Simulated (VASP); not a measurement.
# IrRu2 (P6_3/mmc) in VASP: a series of runs

IrRu2 is run at these levels: PBE; tasks: single point.

All numbers are computed with VASP 6.6.1; they aren't measurements. Logs are shortened: lines on timing, memory, paths and dates and some standing lists are left out, and cuts for length are marked.

**1. The cell of the first run**

The structure is hexagonal, space group P6_3/mmc (No. 194). The conventional cell has a = 2.702 Å, b = 2.702 Å, c = 12.959 Å, α = 90.00°, β = 90.00°, γ = 120.00°. Ru (site symmetry 3m) has 9 Ru at 2.66 to 2.70 Å and 3 Ir at 2.66 Å within 3.5 Å. Ir (site symmetry -6m2) has 6 Ru at 2.66 Å and 6 Ir at 2.70 Å within 3.5 Å.

**2. Single point, PBE**

INCAR reads:

```
PREC = Accurate
ENCUT = 520
EDIFF = 1E-6
ISMEAR = 0
SIGMA = 0.1
LREAL = False
LASPH = True
NELM = 60
ALGO = Fast
ISIF = 2
LWAVE = False
LCHARG = True
GGA = PE
LELF = True
LVHAR = True
NBANDS = 46
```

KPOINTS reads:

```
regular mesh
0
Gamma
  6 6 2
```

POSCAR reads:

```
IrRu2
1.0
    2.7016003800      0.0000000000      0.0000000000
   -1.3508001900      2.3396545600      0.0000000000
    0.0000000000      0.0000000000     12.9594568600
Ru Ir
4 2
Direct
    0.3333333300      0.6666666700      0.9166666700
    0.3333333300      0.6666666700      0.5833333300
    0.6666666700      0.3333333300      0.0833333300
    0.6666666700      0.3333333300      0.4166666700
    0.3333333300      0.6666666700      0.2500000000
    0.6666666700      0.3333333300      0.7500000000
```

Potentials or basis: VASP PAW PBE potentials, release 64 (Ru_pv, Ir).

The run is started by

```console
$ cat potpaw_PBE.64/Ru_pv/POTCAR potpaw_PBE.64/Ir/POTCAR > POTCAR
$ mpirun -np 1 vasp_std > vasp.out
```

OUTCAR:

```text
PREC = Accurate
   ENCUT = 520
   EDIFF = 1E-6
   ISMEAR = 0
   LREAL = False
   LASPH = True
   NELM = 60
   ISIF = 2
   GGA = PE

 ion  position               nearest neighbor table
   1  0.333  0.667  0.917-   3 2.66   3 2.66   3 2.66   6 2.66   6 2.66   6 2.66
   2  0.333  0.667  0.583-   4 2.66   4 2.66   4 2.66   6 2.66   6 2.66   6 2.66
   3  0.667  0.333  0.083-   1 2.66   1 2.66   1 2.66   5 2.66   5 2.66   5 2.66
   4  0.667  0.333  0.417-   2 2.66   2 2.66   2 2.66   5 2.66   5 2.66   5 2.66
   5  0.333  0.667  0.250-   3 2.66   4 2.66   3 2.66   4 2.66   3 2.66   4 2.66
   6  0.667  0.333  0.750-   1 2.66   2 2.66   1 2.66   2 2.66   1 2.66   2 2.66

  LATTYP: Found a hexagonal cell.
 ALAT       =     2.7016003800
 C/A-ratio  =     4.7969555216

  Lattice vectors:

 A1 = (   2.7016003800,   0.0000000000,   0.0000000000)
 A2 = (  -1.3508001900,   2.3396545600,   0.0000000000)
 A3 = (   0.0000000000,   0.0000000000,  12.9594568600)

Analysis of symmetry for initial positions (statically):
=====================================================================
 Subroutine PRICEL returns:
 Original cell was already a primitive cell.

 Routine SETGRP: Setting up the symmetry group for a
 hexagonal supercell.

 Subroutine GETGRP returns: Found 24 space group operations
 (whereof 12 operations were pure point group operations)
 out of a pool of 24 trial point group operations.

The static configuration has the point symmetry D_3d.
 The point group associated with its full space group is D_6h.

Analysis of symmetry for dynamics (positions and initial velocities):
=====================================================================
 Subroutine PRICEL returns:
 Original cell was already a primitive cell.

 Routine SETGRP: Setting up the symmetry group for a
 hexagonal supercell.

 Subroutine GETGRP returns: Found 24 space group operations
 (whereof 12 operations were pure point group operations)
 out of a pool of 24 trial point group operations.

The dynamic configuration has the point symmetry D_3d.
 The point group associated with its full space group is D_6h.

 Subroutine INISYM returns: Found 24 space group operations
 (whereof 12 operations are pure point group operations),
 and found     1 'primitive' translations

[... 92 lines left out ...]
   LREAL  =      F    real-space projection
   EDIFFG = 0.1E-04   stopping-criterion for IOM
   NSW    =      0    number of steps for IOM
   IBRION =     -1    ionic relax: 0-MD 1-quasi-New 2-CG
   NFREE  =      0    steps in history (QN), initial steepest desc. (CG)
   ISIF   =      2    stress and relaxation
   ISYM   =      2    0-nonsym 1-usesym 2-fastsym
   POTIM  = 0.5000    time-step for ionic-motion
   TEBEG  =    0.0;   TEEND  =   0.0 temperature during run
   PSTRESS=    0.0 pullay stress
   NELECT =      74.0000    total number of electrons
   NUPDOWN=      -1.0000    fix difference up-down
   EMIN   =  10.00;   EMAX   =-10.00  energy-range for DOS
   EFERMI =   0.00;   METHOD = LEGACY
   ISMEAR =     0;   SIGMA  =   0.10  broadening in eV -4-tet -1-fermi 0-gaus
   EFERMI_NEDOS =   21; number of points for ismear=-14 and -15
   IALGO  =     68    algorithm
   IMIX   =      4    mixing-type and parameters
     AMIX     =   0.40;   BMIX     =  1.00
     AMIX_MAG =   1.60;   BMIX_MAG =  1.00
  volume/ion in A,a.u.               =      13.65        92.13
  Fermi-wavevector in a.u.,A,eV,Ry     =   1.582579  2.990642 34.076576  2.504558
  Thomas-Fermi vector in A             =   2.682481
   LORBIT       =      0    0 simple, 1 ext, 2 COOP (PROOUT), +10 PAW based schemes
   GGA     = PE    functional components
   LHFCALC =     F    Hartree Fock is set to
   AEXX    =    0.0000 exact exchange contribution
   IVDW    =     0    specifies the selected vdW correction
   LEPSILON=     F    determine dielectric tensor
   LRPA    =     F    only Hartree local field effects (RPA)
 non-spin polarized calculation
 RMM-DIIS sequential band-by-band and
 Gauss-broadening in eV      SIGMA  =   0.10
  energy-cutoff  :      520.00
  volume of cell :       81.91
 maximum number of plane-waves:      2232
 NGX is ok and might be reduce to    20
   NGX =  9   NGY =  9   NGZ = 49

 number of electron      74.0000028 magnetization

 Free energy of the ion-electron system (eV)
  ---------------------------------------------------
  ext. energy  EPLUGINS =         0.00000000
  ---------------------------------------------------
  free energy    TOTEN  =       -54.42229392 eV

  energy without entropy =      -54.34690219  energy(sigma->0) =      -54.38459805

 E-fermi :  12.3163     XC(G=0): -14.1265

 val. band max:       12.3153777741   @ k =   0.1667   0.1667   0.0000
 cond. band min:      12.3261154421   @ k =   0.3333   0.1667   0.5000
 fundamental gap:      0.0107376680
 Fermi energy:        12.3163384959

 k-point     1 :       0.0000    0.0000    0.0000
  band No.  band energies     occupation
      1     -31.3376      2.00000
      2     -31.3268      2.00000
      3     -30.7922      2.00000
      4     -30.7806      2.00000
      5     -30.6237      2.00000
      6     -30.6237      2.00000
[... 675 lines left out ...]
     45      19.3439      0.00000
     46      19.3506      0.00000

------------------------ aborting loop because EDIFF is reached ----------------------------------------

  FORCE on cell =-STRESS in cart. coord.  units (eV):
  Direction    XX          YY          ZZ          XY          YZ          ZX
  --------------------------------------------------------------------------------------
  -------------------------------------------------------------------------------------
  Total        7.7118219      7.7118219      0.6930369     -0.0000000      0.0000000     -0.0000000
  in kB      150.8370131    150.8370131     13.5552434     -0.0000000      0.0000000     -0.0000000
  external PRESSURE =     105.0764232 kB  Pullay stress =       0.0000000 kB

 VOLUME and BASIS-vectors are now :
 -----------------------------------------------------------------------------
  energy-cutoff  :      520.00
  volume of cell :       81.91
      direct lattice vectors                 reciprocal lattice vectors
     2.701600380  0.000000000  0.000000000     0.370150970  0.213706762  0.000000000
    -1.350800190  2.339654560  0.000000000     0.000000000  0.427413524  0.000000000
     0.000000000  0.000000000 12.959456860     0.000000000  0.000000000  0.077163728

 POSITION                                       TOTAL-FORCE (eV/Angst)
 -----------------------------------------------------------------------------------
     -0.00000      1.55977     11.87950        -0.000000      0.000000      0.633795
     -0.00000      1.55977      7.55968        -0.000000      0.000000     -0.633795
      1.35080      0.77988      1.07995         0.000000     -0.000000     -0.633795
      1.35080      0.77988      5.39977         0.000000     -0.000000      0.633795
     -0.00000      1.55977      3.23986         0.000000     -0.000000     -0.000000
      1.35080      0.77988      9.71959        -0.000000      0.000000     -0.000000
 -----------------------------------------------------------------------------------
    total drift:                               -0.000009      0.000005     -0.000001

  FREE ENERGIE OF THE ION-ELECTRON SYSTEM (eV)
  ---------------------------------------------------
  free  energy   TOTEN  =       -54.4222939188 eV

  energy  without entropy=      -54.3469021857  energy(sigma->0) =      -54.38459805
```

OSZICAR:

```text
N       E                     dE             d eps       ncg     rms          rms(c)
DAV:   1     0.928949660135E+03    0.92895E+03   -0.41906E+04  1296   0.175E+03
DAV:   2    -0.158713538764E+02   -0.94482E+03   -0.91422E+03  1330   0.559E+02
DAV:   3    -0.569627181626E+02   -0.41091E+02   -0.38215E+02  1494   0.124E+02
[... 13 lines left out ...]
RMM:  17    -0.544223073632E+02    0.23196E-03   -0.12552E-04  1410   0.591E-02    0.535E-02
RMM:  18    -0.544222919469E+02    0.15416E-04   -0.98663E-05  1460   0.330E-02    0.175E-02
RMM:  19    -0.544222937668E+02   -0.18199E-05   -0.18304E-05  1441   0.166E-02    0.140E-02
RMM:  20    -0.544222939206E+02   -0.15379E-06   -0.10410E-05  1326   0.906E-03    0.579E-03
RMM:  21    -0.544222939188E+02    0.18044E-08   -0.36601E-06   940   0.655E-03
   1 F= -.54422294E+02 E0= -.54384598E+02  d E =-.753917E-01
```

stdout:

```text
POSCAR found type information on POSCAR RuIr
 POSCAR found :  2 types and       6 ions
 scaLAPACK will be used
 LDA part: xc-table for (Slater+PW92), standard interpolation
 POSCAR, INCAR and KPOINTS ok, starting setup
 FFT: planning ... GRIDC
 FFT: planning ... GRID_SOFT
 FFT: planning ... GRID
 WAVECAR not read
 entering main loop
```

Wall time 44 s (1 thread of Intel Xeon 6975P-C (Granite Rapids), shared host); peak memory 0.2 GiB.

What came out:

```yaml
Free_energy: -54.4223 eV
Pressure: 10.5 GPa
Largest_force: 0.634 eV/Å
Band_gap_on_the_k_mesh: zero (bands 37 and 38 overlap by 2.87 eV)
```

Forces in eV/Å, atoms in the order of the input:
```
Ru   0.000  0.000  0.634
Ru   0.000  0.000 -0.634
Ru   0.000  0.000 -0.634
Ru   0.000  0.000  0.634
Ir   0.000  0.000  0.000
Ir   0.000  0.000  0.000
```

Levels at points of the mesh, in eV from the Fermi level:
```tsv
k point	band 32	band 33	band 34	band 35	band 36	band 37	band 38	band 39	band 40	band 41
(0.00, 0.00, 0.00)	-2.37	-2.37	-2.34	-2.28	-1.86	-1.86	-0.82	-0.82	-0.56	-0.56
(0.50, 0.00, 0.00)	-0.37	-0.17	0.88	1.08	1.20	1.23	1.34	1.42	1.49	1.51
(0.00, 0.00, 0.50)	-2.51	-2.51	-2.51	-1.48	-1.48	-1.48	-1.48	-0.56	-0.56	0.09
(0.50, 0.00, 0.50)	-0.79	-0.13	-0.13	0.85	0.85	1.23	1.23	1.38	1.38	1.53
```

Caveat: the k points lie up to 0.45 Å⁻¹ apart, too coarse for converged energies and pressures of a metal; spin-orbit coupling is left out, which moves the levels of the heavy elements.

**3. Single point, PBE**

This run uses another cell than the first one, of 14.07 Å³/atom.

INCAR reads:

```
ALGO = Normal ; EDIFF = 1E-7
ENCUT = 520 ; GGA = PE
ISIF = 2 ; ISMEAR = 0
LASPH = True ; LCHARG = False
LREAL = False ; LWAVE = False
NBANDS = 46 ; NELM = 80
PREC = Accurate ; SIGMA = 0.1
```

KPOINTS reads:

```
k-points
0
Gamma
  6 6 2
```

POSCAR reads:

```
IrRu2
1.0
    2.7600039530      0.0000000000      0.0000000000
   -1.3800019765      2.3902335378      0.0000000000
    0.0000000000      0.0000000000     12.7952584952
Ru Ir
4 2
Direct
    0.3333333333      0.6666666667      0.9189240941
    0.3333333333      0.6666666667      0.5810759059
    0.6666666667      0.3333333333      0.0810759059
    0.6666666667      0.3333333333      0.4189240941
    0.3333333333      0.6666666667      0.2500000000
    0.6666666667      0.3333333333      0.7500000000
```

Potentials or basis: VASP PAW PBE potentials, release 64 (Ru_pv, Ir).

The run is started by

```console
$ cat potpaw_PBE.64/Ru_pv/POTCAR potpaw_PBE.64/Ir/POTCAR > POTCAR
$ mpirun -np 1 vasp_std > vasp.out
```

OUTCAR:

```text
EDIFF = 1E-7
   ENCUT = 520
   GGA = PE
   ISIF = 2
   ISMEAR = 0
   LASPH = True
   LREAL = False
   NELM = 80
   PREC = Accurate

 ion  position               nearest neighbor table
   1  0.333  0.667  0.919-   3 2.62   3 2.62   3 2.62   6 2.69   6 2.69   6 2.69
   2  0.333  0.667  0.581-   4 2.62   4 2.62   4 2.62   6 2.69   6 2.69   6 2.69
   3  0.667  0.333  0.081-   1 2.62   1 2.62   1 2.62   5 2.69   5 2.69   5 2.69
   4  0.667  0.333  0.419-   2 2.62   2 2.62   2 2.62   5 2.69   5 2.69   5 2.69
   5  0.333  0.667  0.250-   3 2.69   4 2.69   3 2.69   4 2.69   3 2.69   4 2.69
   6  0.667  0.333  0.750-   1 2.69   2 2.69   1 2.69   2 2.69   1 2.69   2 2.69

  LATTYP: Found a hexagonal cell.
 ALAT       =     2.7600039530
 C/A-ratio  =     4.6359565831

  Lattice vectors:

 A1 = (   2.7600039530,   0.0000000000,   0.0000000000)
 A2 = (  -1.3800019765,   2.3902335378,   0.0000000000)
 A3 = (   0.0000000000,   0.0000000000,  12.7952584952)

Analysis of symmetry for initial positions (statically):
[... 174 lines left out ...]

 val. band max:       11.7618168035   @ k =   0.1667   0.1667   0.0000
 cond. band min:      11.8156421930   @ k =   0.1667   0.0000   0.5000
 fundamental gap:      0.0538253895
 Fermi energy:        11.7681613287

 k-point     1 :       0.0000    0.0000    0.0000
  band No.  band energies     occupation
      1     -31.8966      2.00000
      2     -31.8876      2.00000
      3     -31.2848      2.00000
      4     -31.2751      2.00000
      5     -31.1945      2.00000
      6     -31.1945      2.00000
[... 675 lines left out ...]
     45      18.3038      0.00000
     46      18.3038      0.00000

------------------------ aborting loop because EDIFF is reached ----------------------------------------

  FORCE on cell =-STRESS in cart. coord.  units (eV):
  Direction    XX          YY          ZZ          XY          YZ          ZX
  --------------------------------------------------------------------------------------
  -------------------------------------------------------------------------------------
  Total        0.0730648      0.0730648     -0.1313983      0.0000000      0.0000000      0.0000000
  in kB        1.3868182      1.3868182     -2.4940275      0.0000000      0.0000000      0.0000000
  external PRESSURE =       0.0932030 kB  Pullay stress =       0.0000000 kB

 VOLUME and BASIS-vectors are now :
 -----------------------------------------------------------------------------
  energy-cutoff  :      520.00
  volume of cell :       84.41
      direct lattice vectors                 reciprocal lattice vectors
     2.760003953  0.000000000  0.000000000     0.362318322  0.209184581  0.000000000
    -1.380001977  2.390233538  0.000000000     0.000000000  0.418369161  0.000000000
     0.000000000  0.000000000 12.795258495     0.000000000  0.000000000  0.078153951

 POSITION                                       TOTAL-FORCE (eV/Angst)
 -----------------------------------------------------------------------------------
     -0.00000      1.59349     11.75787        -0.000000     -0.000000     -0.004579
     -0.00000      1.59349      7.43502         0.000000     -0.000000      0.004579
      1.38000      0.79674      1.03739         0.000000      0.000000      0.004579
      1.38000      0.79674      5.36024         0.000000      0.000000     -0.004579
     -0.00000      1.59349      3.19881        -0.000000      0.000000     -0.000000
      1.38000      0.79674      9.59644        -0.000000     -0.000000     -0.000000
 -----------------------------------------------------------------------------------
    total drift:                               -0.000000      0.000000     -0.000000

  FREE ENERGIE OF THE ION-ELECTRON SYSTEM (eV)
  ---------------------------------------------------
  free  energy   TOTEN  =       -54.6265378634 eV

  energy  without entropy=      -54.5842840400  energy(sigma->0) =      -54.60541095
```

OSZICAR:

```text
N       E                     dE             d eps       ncg     rms          rms(c)
DAV:   1     0.918879986867E+03    0.91888E+03   -0.42161E+04  1312   0.174E+03
DAV:   2    -0.129406849562E+02   -0.93182E+03   -0.90220E+03  1306   0.550E+02
DAV:   3    -0.570702731135E+02   -0.44130E+02   -0.39970E+02  1558   0.122E+02
[... 11 lines left out ...]
DAV:  15    -0.546265397719E+02    0.60490E-05   -0.16212E-05  1730   0.233E-02    0.128E-02
DAV:  16    -0.546265389725E+02    0.79937E-06   -0.33667E-06  1624   0.132E-02    0.452E-03
DAV:  17    -0.546265379912E+02    0.98130E-06   -0.66101E-07  1306   0.523E-03    0.274E-03
DAV:  18    -0.546265378724E+02    0.11881E-06   -0.14061E-07   906   0.294E-03    0.386E-04
DAV:  19    -0.546265378634E+02    0.89858E-08   -0.61014E-08   780   0.139E-03
   1 F= -.54626538E+02 E0= -.54605411E+02  d E =-.422538E-01
```

Wall time 48 s (1 thread of Intel Xeon 6975P-C (Granite Rapids), shared host); peak memory 0.24 GiB.

What came out:

| Item | Value |
| --- | --- |
| Free energy | -54.6265 eV |
| Pressure | 0.0 GPa |
| Largest force | 0.005 eV/Å |
| Band gap on the k mesh | zero (bands 37 and 38 overlap by 2.71 eV) |

Forces in eV/Å, atoms in the order of the input:
```
Ru   0.000  0.000 -0.005
Ru   0.000  0.000  0.005
Ru   0.000  0.000  0.005
Ru   0.000  0.000 -0.005
Ir   0.000  0.000  0.000
Ir   0.000  0.000  0.000
```

Stress tensor (GPa, compression positive):
```
 0.14  0.00  0.00
 0.00  0.14  0.00
 0.00  0.00 -0.25
```

Caveat: the k points lie up to 0.44 Å⁻¹ apart, too coarse for converged energies and pressures of a metal; spin-orbit coupling is left out, which moves the levels of the heavy elements.
